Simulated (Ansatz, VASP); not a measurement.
**One calculation of Tl, two programs**

```
Tl
1.0
     3.45799    0.00000    0.00000
    -1.72899    2.99470    0.00000
     0.00000    0.00000    5.51896
Tl
2
Direct
  0.33333 0.66667 0.75000
  0.66667 0.33333 0.25000
```

Alike in both runs: functional PBEsol; k mesh 14 × 14 × 8; occupations gaussian, width 0.05 eV; no spin polarisation.

Ansatz relaxed the structure, and its values are those at the end. VASP's run is a single point on that final structure, the one shown.

```csv
,VASP,Ansatz
version,VASP 6.6.1,Ansatz 0.2.0
potentials or method,"VASP PAW PBE potentials, release 64 (Tl_d), cutoff 520 eV","scalar-relativistic, plane waves, PAW"
valence electrons in the cell,26,26
```

|  | VASP | Ansatz | Ansatz less VASP |
| --- | --- | --- | --- |
| pressure (GPa) | -0.1 | 0.0 | +0.07 |

VASP's potentials were made for PBE, not for PBEsol.

Spin-orbit coupling is off throughout.
